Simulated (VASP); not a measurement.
La, 4 atoms in the cell. The cell holds a slab with vacuum, 4 atoms: a = 3.780 Å, b = 6.103 Å, c = 20.364 Å, α = 90.00°, β = 90.00°, γ = 90.00°. 

```yaml
Program: VASP 6.6.1
Task: single point
Functional: PBE
Potentials_or_basis: VASP PAW PBE potentials, release 64 (La)
Cutoff: 520 eV
k_mesh: 11 × 7 × 1
Occupations: fermi-dirac, width 0.1 eV
Spin: no spin polarisation
Dipole_correction: yes
Further_INCAR_settings: ALGO = Normal; EDIFF = 1e-06; NBANDS = 30
```

Potentials or basis: VASP PAW PBE potentials, release 64 (La).

Command:

```bash
$ cat potpaw_PBE.64/La/POTCAR > POTCAR
$ mpirun -np 1 vasp_std > vasp.out
```

Hardware: 1 thread of AMD EPYC 9R45 96-Core Processor (Zen 5), with other jobs on the host.

Question: How long does it take, and how much memory?

Answer: Run time: 6.4 min on 1 thread of AMD EPYC 9R45 96-Core Processor (Zen 5), with other jobs on the host, peak memory 0.62 GiB. Counts: scf iterations 24, k points 24.
